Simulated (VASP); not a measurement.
# GaN (zincblende type) (F-43m) in VASP: single point with PBE

Aim: the single point of GaN (zincblende type) with PBE.

Everything below comes from runs of VASP 6.6.1. Logs are shortened: lines on timing, memory, paths and dates and some standing lists are left out, and cuts for length are marked.

## 1. The cell of the first run

Symmetry: F-43m, No. 216, cubic system. The conventional cell has a = 4.548 Å, b = 4.548 Å, c = 4.548 Å, α = 90.00°, β = 90.00°, γ = 90.00°. Within 2.6 Å of Ga (site symmetry -43m) lie 4 N at 1.97 Å. N (site symmetry -43m) has 4 Ga at 1.97 Å within 2.6 Å.

## 2. Single point, PBE

The input, INCAR:

```
PREC = Accurate
ENCUT = 520
EDIFF = 1E-6
ISMEAR = -1
SIGMA = 0.02
LREAL = False
LASPH = True
NELM = 80
ALGO = Normal
ISIF = 2
LWAVE = False
LCHARG = False
GGA = PE
NBANDS = 26
```

The input, KPOINTS:

```
Automatic mesh
0
Gamma
  8 6 8
```

The input, POSCAR:

```
GaN
1.0
   -2.2742431748      2.2742431748      0.0000000000
    0.0000000000      0.0000000000      4.5484863495
    2.2742431748      2.2742431748      0.0000000000
Ga N
2 2
Direct
    0.0000000000      0.0000000000      0.0000000000
    0.5000000000      0.5000000000      0.5000000000
    0.0000000000      0.2500000000      0.5000000000
    0.5000000000      0.7500000000      0.0000000000
```

Potentials or basis: VASP PAW PBE potentials, release 64 (Ga_d, N).

Command:

```
$ cat potpaw_PBE.64/Ga_d/POTCAR potpaw_PBE.64/N/POTCAR > POTCAR
$ mpirun -np 1 vasp_std > vasp.out
```

OUTCAR:

```text
PREC = Accurate
   ENCUT = 520
   EDIFF = 1E-6
   ISMEAR = -1
   LREAL = False
   LASPH = True
   NELM = 80
   ISIF = 2
   GGA = PE

 ion  position               nearest neighbor table
   1  0.000  0.000  0.000-   3 1.97   4 1.97   3 1.97   4 1.97
   2  0.500  0.500  0.500-   3 1.97   4 1.97   4 1.97   3 1.97
   3  0.000  0.250  0.500-   1 1.97   2 1.97   1 1.97   2 1.97
   4  0.500  0.750  0.000-   1 1.97   2 1.97   2 1.97   1 1.97

  LATTYP: Found a simple tetragonal cell.
 ALAT       =     3.2162655419
 C/A-ratio  =     1.4142135623

  Lattice vectors:

 A1 = (   2.2742431748,  -2.2742431748,   0.0000000000)
 A2 = (   2.2742431748,   2.2742431748,   0.0000000000)
 A3 = (   0.0000000000,   0.0000000000,   4.5484863495)

Analysis of symmetry for initial positions (statically):
=====================================================================
 Subroutine PRICEL returns following result:

  LATTYP: Found a face centered cubic cell.
 ALAT       =     4.5484863496

  Lattice vectors:

 A1 = (   2.2742431748,   0.0000000000,   2.2742431747)
 A2 = (   2.2742431748,   2.2742431748,   0.0000000000)
 A3 = (   0.0000000000,   2.2742431748,   2.2742431748)

   2 primitive cells build up your supercell.

 Routine SETGRP: Setting up the symmetry group for a
 simple tetragonal supercell.

 Subroutine GETGRP returns: Found  8 space group operations
 (whereof  8 operations were pure point group operations)
 out of a pool of 16 trial point group operations.

The static configuration has the point symmetry D_2d.

Analysis of symmetry for dynamics (positions and initial velocities):
=====================================================================
 Subroutine PRICEL returns following result:

  LATTYP: Found a face centered cubic cell.
 ALAT       =     4.5484863496

  Lattice vectors:

 A1 = (   2.2742431748,   0.0000000000,   2.2742431747)
 A2 = (   2.2742431748,   2.2742431748,   0.0000000000)
 A3 = (   0.0000000000,   2.2742431748,   2.2742431748)

   2 primitive cells build up your supercell.

 Routine SETGRP: Setting up the symmetry group for a
 simple tetragonal supercell.

 Subroutine GETGRP returns: Found  8 space group operations
 (whereof  8 operations were pure point group operations)
 out of a pool of 16 trial point group operations.

The dynamic configuration has the point symmetry D_2d.

 Subroutine INISYM returns: Found  8 space group operations
 (whereof  8 operations are pure point group operations),
 and found     2 'primitive' translations

----------------------------------------------------------------------------------------

                                     Primitive cell

  volume of cell :      23.5256

  direct lattice vectors                    reciprocal lattice vectors
     2.274243175  0.000000000  2.274243175     0.219853358 -0.219853358  0.219853358
     2.274243175  2.274243175  0.000000000     0.219853358  0.219853358 -0.219853358
     0.000000000  2.274243175  2.274243175    -0.219853358  0.219853358  0.219853358

  length of vectors
     3.216265542  3.216265542  3.216265542     0.380797187  0.380797187  0.380797187

  position of ions in fractional coordinates (direct lattice)
     0.000000000  0.000000000  0.000000000
     0.250000000  0.250000000  0.250000000

  ion indices of the primitive-cell ions
   primitive index   ion index
                 1           1
                 2           3

----------------------------------------------------------------------------------------

 KPOINTS: Automatic mesh

Automatic generation of k-mesh.
 Grid dimensions read from file:
 generate k-points for:    8    6    8

 Generating k-lattice:

  Cartesian coordinates                     Fractional coordinates (reciprocal lattice)
    -0.027481670  0.027481670  0.000000000     0.125000000  0.000000000  0.000000000
     0.000000000  0.000000000  0.036642226     0.000000000  0.166666667  0.000000000
     0.027481670  0.027481670  0.000000000     0.000000000  0.000000000  0.125000000

  Length of vectors
     0.038864950  0.036642226  0.038864950

  Shift w.r.t. Gamma in fractional coordinates (k-lattice)
     0.000000000  0.000000000  0.000000000

 Subroutine IBZKPT returns following result:
 ===========================================

 Found     60 irreducible k-points:

 Following reciprocal coordinates:
            Coordinates               Weight
  0.000000  0.000000  0.000000      1.000000
  0.125000  0.000000  0.000000      4.000000
  0.250000  0.000000  0.000000      4.000000
  0.375000  0.000000  0.000000      4.000000
  0.500000  0.000000  0.000000      2.000000
  0.000000  0.166667  0.000000      2.000000
[... 16 lines left out ...]
  0.375000  0.000000  0.125000      8.000000
  0.500000  0.000000  0.125000      4.000000
 [... further k-points ...]
   k-points           NKPTS =     60   k-points in BZ     NKDIM =     60   number of bands    NBANDS=     26
   number of dos      NEDOS =    301   number of ions     NIONS =      4
   total plane-waves  NPLWV =  20736
   dimension x,y,z NGX =    24 NGY =   36 NGZ =   24
   dimension x,y,z NGXF=    48 NGYF=   72 NGZF=   48
   ions per type =               2   2
   NGX,Y,Z   is equivalent  to a cutoff of  12.41, 13.16, 12.41 a.u.
   NGXF,Y,Z  is equivalent  to a cutoff of  24.81, 26.32, 24.81 a.u.
 SYSTEM =  unknown system
   PREC   = accura    normal or accurate (medium, high low for compatibility)
   ISTART =      0    job   : 0-new  1-cont  2-samecut
   ICHARG =      2    charge: 1-file 2-atom 10-const
   ISPIN  =      1    spin polarized calculation?
   LNONCOLLINEAR =      F non collinear calculations
   LSORBIT =      F    spin-orbit coupling
   LASPH  =      T    aspherical Exc in radial PAW
   ENCUT  =  520.0 eV  38.22 Ry    6.18 a.u.   5.98  8.46  5.98*2*pi/ulx,y,z
   NELM   =     80;   NELMIN=  2; NELMDL= -5     # of ELM steps
   EDIFF  = 0.1E-05   stopping-criterion for ELM
   LREAL  =      F    real-space projection
[... 7 lines left out ...]
   TEBEG  =    0.0;   TEEND  =   0.0 temperature during run
   PSTRESS=    0.0 pullay stress
   NELECT =      36.0000    total number of electrons
   NUPDOWN=      -1.0000    fix difference up-down
   EMIN   =  10.00;   EMAX   =-10.00  energy-range for DOS
   EFERMI =   0.00;   METHOD = LEGACY
   ISMEAR =    -1;   SIGMA  =   0.02  broadening in eV -4-tet -1-fermi 0-gaus
   EFERMI_NEDOS =   21; number of points for ismear=-14 and -15
   IALGO  =     38    algorithm
   IMIX   =      4    mixing-type and parameters
     AMIX     =   0.40;   BMIX     =  1.00
     AMIX_MAG =   1.60;   BMIX_MAG =  1.00
  volume/ion in A,a.u.               =      11.76        79.38
  Fermi-wavevector in a.u.,A,eV,Ry     =   1.497334  2.829552 30.504397  2.242010
  Thomas-Fermi vector in A             =   2.609236
   LORBIT       =      0    0 simple, 1 ext, 2 COOP (PROOUT), +10 PAW based schemes
   GGA     = PE    functional components
   LHFCALC =     F    Hartree Fock is set to
   AEXX    =    0.0000 exact exchange contribution
   IVDW    =     0    specifies the selected vdW correction
   LEPSILON=     F    determine dielectric tensor
   LRPA    =     F    only Hartree local field effects (RPA)
 non-spin polarized calculation
  energy-cutoff  :      520.00
  volume of cell :       47.05
 maximum number of plane-waves:      1296
 NGX is ok and might be reduce to    24
   NGX = 11   NGY = 17   NGZ = 11

 number of electron      36.0000032 magnetization

 Free energy of the ion-electron system (eV)
  ---------------------------------------------------
  ext. energy  EPLUGINS =         0.00000000
  ---------------------------------------------------
  free energy    TOTEN  =       -24.30696510 eV

  energy without entropy =      -24.30696510  energy(sigma->0) =      -24.30696510

 E-fermi :   5.3750     XC(G=0): -11.5205

 val. band max:        4.9865508884   @ k =   0.0000   0.0000   0.0000
 cond. band min:       6.5338326087   @ k =   0.0000   0.0000   0.0000
 fundamental gap:      1.5472817203
 Fermi energy:         5.3749577492

 k-point     1 :       0.0000    0.0000    0.0000
  band No.  band energies     occupation
      1     -10.7159      2.00000
      2      -9.7515      2.00000
      3      -8.4356      2.00000
      4      -8.4356      2.00000
      5      -8.4356      2.00000
      6      -8.3530      2.00000
[... 18 lines left out ...]
     25      16.5040      0.00000
     26      18.6587      0.00000

 k-point     2 :       0.1250    0.0000    0.0000
  band No.  band energies     occupation
      1     -10.6081      2.00000
      2      -9.7513      2.00000
      3      -8.4245      2.00000
      4      -8.4185      2.00000
      5      -8.3949      2.00000
      6      -8.3398      2.00000
[... 18 lines left out ...]
     25      16.3841      0.00000
     26      18.3330      0.00000

 k-point     3 :       0.2500    0.0000    0.0000
  band No.  band energies     occupation
      1     -10.3395      2.00000
      2      -9.7591      2.00000
      3      -8.3938      2.00000
      4      -8.3836      2.00000
      5      -8.3258      2.00000
      6      -8.2386      2.00000
[... 18 lines left out ...]
     25      15.8727      0.00000
     26      17.5929      0.00000

 k-point     4 :       0.3750    0.0000    0.0000
  band No.  band energies     occupation
      1     -10.0574      2.00000
      2      -9.7929      2.00000
      3      -8.3562      2.00000
      4      -8.3496      2.00000
      5      -8.3358      2.00000
      6      -8.2470      2.00000
[... 18 lines left out ...]
     25      15.9342      0.00000
     26      16.8150      0.00000

 k-point     5 :       0.5000    0.0000    0.0000
  band No.  band energies     occupation
      1      -9.8781      2.00000
      2      -9.8781      2.00000
      3      -8.3444      2.00000
      4      -8.3444      2.00000
      5      -8.2989      2.00000
      6      -8.2989      2.00000
[... 18 lines left out ...]
     25      16.2632      0.00000
     26      16.2632      0.00000

 k-point     6 :       0.0000    0.1667    0.0000
  band No.  band energies     occupation
      1     -10.6191      2.00000
      2      -9.7758      2.00000
      3      -8.4189      2.00000
      4      -8.4189      2.00000
      5      -8.4086      2.00000
      6      -8.3404      2.00000
[... 427 lines left out ...]
 k-point    21 :       0.1250    0.0000    0.1250
  band No.  band energies     occupation
      1     -10.5068      2.00000
      2      -9.7498      2.00000
      3      -8.3988      2.00000
      4      -8.3988      2.00000
      5      -8.3706      2.00000
      6      -8.3266      2.00000
[... 18 lines left out ...]
     25      16.2911      0.00000
     26      17.0062      0.00000

 k-point    22 :       0.2500    0.0000    0.1250
  band No.  band energies     occupation
      1     -10.2595      2.00000
      2      -9.7539      2.00000
      3      -8.3683      2.00000
      4      -8.3575      2.00000
      5      -8.3138      2.00000
      6      -8.2523      2.00000
[... 18 lines left out ...]
     25      16.0765      0.00000
     26      16.5526      0.00000

 k-point    23 :       0.3750    0.0000    0.1250
  band No.  band energies     occupation
      1     -10.0082      2.00000
      2      -9.7810      2.00000
      3      -8.3388      2.00000
      4      -8.3233      2.00000
      5      -8.3213      2.00000
      6      -8.2609      2.00000
[... 18 lines left out ...]
     25      16.5118      0.00000
     26      16.8913      0.00000

 k-point    24 :       0.5000    0.0000    0.1250
  band No.  band energies     occupation
      1      -9.8532      2.00000
      2      -9.8532      2.00000
      3      -8.3264      2.00000
      4      -8.3264      2.00000
      5      -8.2903      2.00000
      6      -8.2903      2.00000
[... 18 lines left out ...]
     25      16.7941      0.00000
     26      16.7941      0.00000

 [... further k-points ...]

------------------------ aborting loop because EDIFF is reached ----------------------------------------

  FORCE on cell =-STRESS in cart. coord.  units (eV):
  Direction    XX          YY          ZZ          XY          YZ          ZX
  --------------------------------------------------------------------------------------
  -------------------------------------------------------------------------------------
  Total        0.0341986      0.0341986      0.0307279      0.0000000      0.0000000      0.0000000
  in kB        1.1645246      1.1645246      1.0463410      0.0000000      0.0000000      0.0000000
  external PRESSURE =       1.1251301 kB  Pullay stress =       0.0000000 kB

 VOLUME and BASIS-vectors are now :
 -----------------------------------------------------------------------------
  energy-cutoff  :      520.00
  volume of cell :       47.05
      direct lattice vectors                 reciprocal lattice vectors
    -2.274243175  2.274243175  0.000000000    -0.219853358  0.219853358  0.000000000
     0.000000000  0.000000000  4.548486350     0.000000000  0.000000000  0.219853358
     2.274243175  2.274243175  0.000000000     0.219853358  0.219853358  0.000000000

 POSITION                                       TOTAL-FORCE (eV/Angst)
 -----------------------------------------------------------------------------------
      0.00000      0.00000      0.00000         0.000000     -0.000000      0.000000
      0.00000      2.27424      2.27424        -0.000000      0.000000      0.000000
      1.13712      1.13712      1.13712        -0.000000      0.000000     -0.000000
     -1.13712      1.13712      3.41136        -0.000000      0.000000     -0.000000
 -----------------------------------------------------------------------------------
    total drift:                               -0.000000     -0.000000     -0.000000

  FREE ENERGIE OF THE ION-ELECTRON SYSTEM (eV)
  ---------------------------------------------------
  free  energy   TOTEN  =       -24.3069651047 eV

  energy  without entropy=      -24.3069651047  energy(sigma->0) =      -24.30696510
```

Run time: 22 s. Hardware: 1 thread of Intel Xeon 6975P-C (Granite Rapids), shared host; peak memory 0.19 GiB.

Results:

- Free energy: -24.3070 eV
- Pressure: 0.1 GPa
- Band gap on the k mesh: 1.55 eV
